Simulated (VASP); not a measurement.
# Si in VASP: further runs

Si is run at these levels: HSE06; tasks: single point.

All numbers are computed with VASP 6.6.1; they aren't measurements. Logs are shortened: lines on timing, memory, paths and dates and some standing lists are left out, and cuts for length are marked.

## Step 1: The cell of the first run

The structure is trigonal, space group R-3m (No. 166). Conventional cell: a = 3.850 Å, b = 3.850 Å, c = 8.958 Å, α = 90.00°, β = 90.00°, γ = 120.00°. Within 3.0 Å of Si (site symmetry 3m) lie 4 Si at 2.29 to 2.33 Å.

## Step 2: Single point, HSE06 (strain along [111] -5.0%)

Contents of POSCAR:

```
Si
1.0
   -0.0907372965      2.6313815992      2.6313815992
    2.6313815992     -0.0907372965      2.6313815992
    2.6313815992      2.6313815992     -0.0907372965
Si
2
Direct
   -0.0026359004     -0.0026359004     -0.0026359004
    0.2526359004      0.2526359004      0.2526359004
```

Contents of INCAR.step1:

```
ALGO     = Normal         # electronic algorithm
EDIFF    = 1E-5           # SCF threshold, eV
ENCUT    = 520            # plane-wave cutoff, eV
GGA      = PE             # functional
ISIF     = 2              # what is computed and relaxed
ISMEAR   = -1             # smearing method
LASPH    = True           # aspherical terms in the spheres
LREAL    = False          # projectors in reciprocal space
LWAVE    = True           # write WAVECAR
NBANDS   = 11             # bands
NELM     = 100            # most SCF steps
PREC     = Accurate       # precision mode
SIGMA    = 0.02           # smearing width, eV
```

Contents of INCAR.step2:

```
ALGO     = Normal         # electronic algorithm
EDIFF    = 1E-6           # SCF threshold, eV
ENCUT    = 520            # plane-wave cutoff, eV
GGA      = PE             # functional
HFSCREEN = 0.2079         # screening, 1/A
ISIF     = 2              # what is computed and relaxed
ISMEAR   = -1             # smearing method
ISTART   = 1            
LASPH    = True           # aspherical terms in the spheres
LCHARG   = True           # write CHGCAR
LELF     = True           # ELF
LHFCALC  = True           # exact exchange
LREAL    = False          # projectors in reciprocal space
LVHAR    = True         
LWAVE    = False          # write WAVECAR
NBANDS   = 11             # bands
NELM     = 100            # most SCF steps
PREC     = Accurate       # precision mode
PRECFOCK = Normal       
SIGMA    = 0.02           # smearing width, eV
```

Contents of KPOINTS:

```
k-points
0
Gamma
  6 6 6
```

Potentials or basis: VASP PAW PBE potentials, release 64 (Si).

On the command line:

```sh
$ cat potpaw_PBE.64/Si/POTCAR > POTCAR
$ cp INCAR.step1 INCAR
$ mpirun -np 1 vasp_std > vasp.out
$ cp INCAR.step2 INCAR
$ mpirun -np 1 vasp_std > vasp.out
```

OUTCAR:

```text
EDIFF = 1E-6
   ENCUT = 520
   GGA = PE
   HFSCREEN = 0.2079
   ISIF = 2
   ISMEAR = -1
   ISTART = 1
   LASPH = True
   LHFCALC = True
   LREAL = False
   NELM = 100
   PREC = Accurate
   PRECFOCK = Normal

 ion  position               nearest neighbor table
   1  0.997  0.997  0.997-   2 2.29   2 2.33   2 2.33   2 2.33
   2  0.253  0.253  0.253-   1 2.29   1 2.33   1 2.33   1 2.33

  LATTYP: Found a trigonal (rhomboedric) cell.
 ALAT       =     3.7224416044
 COS(alpha) =     0.4652406417

  Lattice vectors:

 A1 = (  -0.0907372965,   2.6313815992,   2.6313815992)
 A2 = (   2.6313815992,  -0.0907372965,   2.6313815992)
 A3 = (   2.6313815992,   2.6313815992,  -0.0907372965)

Analysis of symmetry for initial positions (statically):
=====================================================================
 Subroutine PRICEL returns:
 Original cell was already a primitive cell.

 Routine SETGRP: Setting up the symmetry group for a
 trigonal (rhombohedral) supercell.

 Subroutine GETGRP returns: Found 12 space group operations
 (whereof  6 operations were pure point group operations)
 out of a pool of 12 trial point group operations.

The static configuration has the point symmetry C_3v.
 The point group associated with its full space group is D_3d.

Analysis of symmetry for dynamics (positions and initial velocities):
=====================================================================
 Subroutine PRICEL returns:
 Original cell was already a primitive cell.

 Routine SETGRP: Setting up the symmetry group for a
 trigonal (rhombohedral) supercell.

 Subroutine GETGRP returns: Found 12 space group operations
 (whereof  6 operations were pure point group operations)
 out of a pool of 12 trial point group operations.

The dynamic configuration has the point symmetry C_3v.
 The point group associated with its full space group is D_3d.

 Subroutine INISYM returns: Found 12 space group operations
 (whereof  6 operations are pure point group operations),
 and found     1 'primitive' translations

----------------------------------------------------------------------------------------

                                     Primitive cell

  volume of cell :      38.3244

  direct lattice vectors                    reciprocal lattice vectors
[... 93 lines left out ...]
   ISIF   =      2    stress and relaxation
   ISYM   =      3    0-nonsym 1-usesym 2-fastsym
   POTIM  = 0.5000    time-step for ionic-motion
   TEBEG  =    0.0;   TEEND  =   0.0 temperature during run
   PSTRESS=    0.0 pullay stress
   NELECT =       8.0000    total number of electrons
   NUPDOWN=      -1.0000    fix difference up-down
   EMIN   =  10.00;   EMAX   =-10.00  energy-range for DOS
   EFERMI =   0.00;   METHOD = LEGACY
   ISMEAR =    -1;   SIGMA  =   0.02  broadening in eV -4-tet -1-fermi 0-gaus
   EFERMI_NEDOS =   21; number of points for ismear=-14 and -15
   IALGO  =     38    algorithm
   IMIX   =      1    mixing-type and parameters
     AMIX     =   0.40;   BMIX     =  1.00
     AMIX_MAG =   1.60;   BMIX_MAG =  1.00
  volume/ion in A,a.u.               =      19.16       129.31
  Fermi-wavevector in a.u.,A,eV,Ry     =   0.971136  1.835180 12.831713  0.943104
  Thomas-Fermi vector in A             =   2.101328
   LORBIT       =      0    0 simple, 1 ext, 2 COOP (PROOUT), +10 PAW based schemes
   GGA     = PE    functional components
   LHFCALC =     T    Hartree Fock is set to
   PRECFOCK=normal    Normal, Fast or Accurate (Low or Medium for compatibility)
   ENCUT4O =  -1.0   cutoff for four orbital integrals eV
   NKREDX  =     1    reduce k-point grid by
   NKREDY  =     1    reduce k-point grid by
   NKREDZ  =     1    reduce k-point grid by
   AEXX    =    0.2500 exact exchange contribution
   HFSCREEN=    0.2079 screening length (either q_TF or 0.3 A-1)
   HFSCREENC=   0.2079 screening length for correlation (either q_TF or 0.3 A-1)
   ENCUTFOCK=  -1.0 apply spherical cutoff to Coloumb kernel
   IVDW    =     0    specifies the selected vdW correction
   LEPSILON=     F    determine dielectric tensor
   LRPA    =     F    only Hartree local field effects (RPA)
 non-spin polarized calculation
  energy-cutoff  :      520.00
  volume of cell :       38.32
 maximum number of plane-waves:      1044
  NGX = 24; NGY = 24; NGZ = 24

 number of electron       8.0000000 magnetization

 Free energy of the ion-electron system (eV)
  ---------------------------------------------------
  ext. energy  EPLUGINS =         0.00000000
  ---------------------------------------------------
  free energy    TOTEN  =       -12.47060849 eV

  energy without entropy =      -12.47060849  energy(sigma->0) =      -12.47060849

 E-fermi :   6.5595     XC(G=0):  -7.9841

 val. band max:        6.2872742729   @ k =   0.0000   0.0000   0.0000
 cond. band min:       6.8537390649   @ k =   0.5000   0.5000  -0.0000
 fundamental gap:      0.5664647920
 Fermi energy:         6.5594547815

 k-point     1 :       0.0000    0.0000    0.0000
  band No.  band energies     occupation
      1      -7.6907      2.00000
      2       5.7586      2.00000
      3       5.7586      2.00000
      4       6.2873      2.00000
      5       9.0815      0.00000
      6       9.0815      0.00000
      7       9.3997      0.00000
      8      11.1176      0.00000
      9      14.7716      0.00000
     10      14.7716      0.00000
     11      14.9580      0.00000
[... 309 lines left out ...]
 k-point    24 :      -0.3333    0.5000    0.1667
  band No.  band energies     occupation
      1      -2.8670      2.00000
      2      -2.6056      2.00000
      3       1.6568      2.00000
      4       1.9038      2.00000
      5       9.0177      0.00000
      6       9.7654      0.00000
      7      13.4573      0.00000
      8      14.4149      0.00000
      9      17.9426      0.00000
     10      18.0607      0.00000
     11      20.6224      0.00000

 [... further k-points ...]
[... 5 lines left out ...]
  --------------------------------------------------------------------------------------
  -------------------------------------------------------------------------------------
  Total        1.1796412      1.1796412      1.1796412      0.6779580      0.6779580      0.6779580
  in kB       49.3157502     49.3157502     49.3157502     28.3425246     28.3425246     28.3425246
  external PRESSURE =      49.3157502 kB  Pullay stress =       0.0000000 kB

 VOLUME and BASIS-vectors are now :
 -----------------------------------------------------------------------------
  energy-cutoff  :      520.00
  volume of cell :       38.32
      direct lattice vectors                 reciprocal lattice vectors
    -0.090737296  2.631381599  2.631381599    -0.180457977  0.186902905  0.186902905
     2.631381599 -0.090737296  2.631381599     0.186902905 -0.180457977  0.186902905
     2.631381599  2.631381599 -0.090737296     0.186902905  0.186902905 -0.180457977

 POSITION                                       TOTAL-FORCE (eV/Angst)
 -----------------------------------------------------------------------------------
      5.15839      5.15839      5.15839         0.001813      0.001813      0.001813
      1.30664      1.30664      1.30664        -0.001813     -0.001813     -0.001813
 -----------------------------------------------------------------------------------
    total drift:                                0.000000      0.000000     -0.000000

  FREE ENERGIE OF THE ION-ELECTRON SYSTEM (eV)
  ---------------------------------------------------
  free  energy   TOTEN  =       -12.4706084929 eV

  energy  without entropy=      -12.4706084861  energy(sigma->0) =      -12.47060849
```

OUTCAR.step1:

```text
EDIFF = 1E-5
   ENCUT = 520
   GGA = PE
   ISIF = 2
   ISMEAR = -1
[... 559 lines left out ...]
 -----------------------------------------------------------------------------------
      5.15839      5.15839      5.15839        -0.038251     -0.038251     -0.038251
      1.30664      1.30664      1.30664         0.038251      0.038251      0.038251
 -----------------------------------------------------------------------------------
    total drift:                                0.000000      0.000000      0.000000

  FREE ENERGIE OF THE ION-ELECTRON SYSTEM (eV)
  ---------------------------------------------------
  free  energy   TOTEN  =       -10.7429301424 eV

  energy  without entropy=      -10.7425286393  energy(sigma->0) =      -10.74272939
```

It took 40 min on 1 thread of Intel Xeon 8259CL, shared host; peak memory 0.27 GiB.

Results:

| Item | Value |
| --- | --- |
| Free energy | -12.4706 eV |
| Pressure | 4.9 GPa |
| Largest force | 0.003 eV/Å |
| Band gap on the k mesh | 0.57 eV (least direct gap 2.79 eV) |

Forces in eV/Å, atoms in the order of the input:
```
Si   0.002  0.002  0.002
Si  -0.002 -0.002 -0.002
```

Stress tensor (GPa, compression positive):
```
4.93 2.83 2.83
2.83 4.93 2.83
2.83 2.83 4.93
```

Caveat: the cell differs from its parent crystal (strain along [111] -5.0%); the cell stands under pressure; the PAW data sets were made with another functional, which shifts forces and pressure a little.

[end of part 1 of 2]
